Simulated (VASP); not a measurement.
ZnCu, 2 atoms in the cell. It takes space group Pm-3m (No. 221, cubic). The conventional cell has a = 2.964 Å, b = 2.964 Å, c = 2.964 Å, α = 90.00°, β = 90.00°, γ = 90.00°. Within 3.4 Å of Zn (site symmetry m-3m) lie 8 Cu at 2.57 Å and 6 Zn at 2.96 Å. Cu (site symmetry m-3m) has 8 Zn at 2.57 Å and 6 Cu at 2.96 Å within 3.4 Å. 

| Item | Value |
| --- | --- |
| Program | VASP 6.6.1 |
| Task | single point |
| Functional | PBE |
| Potentials or basis | VASP PAW PBE potentials, release 64 (Zn, Cu) |
| Cutoff | 520 eV |
| k mesh | 14 × 14 × 14 |
| Occupations | gaussian, width 0.1 eV |
| Spin | no spin polarisation |
| Dipole correction | no |
| Further INCAR settings | ALGO = Normal; EDIFF = 1e-06; NBANDS = 18 |

Potentials or basis: VASP PAW PBE potentials, release 64 (Zn, Cu).

Command:

```bash
$ cat potpaw_PBE.64/Zn/POTCAR potpaw_PBE.64/Cu/POTCAR > POTCAR
$ mpirun -np 1 vasp_std > vasp.out
```

Hardware: 1 thread of Intel Xeon 8259CL, with other jobs on the host.

Q: How long does it take, and how much memory?

A: Run time: 41 s on 1 thread of Intel Xeon 8259CL (shared host), peak memory 0.18 GiB. Counts: scf iterations 13, k points 120.
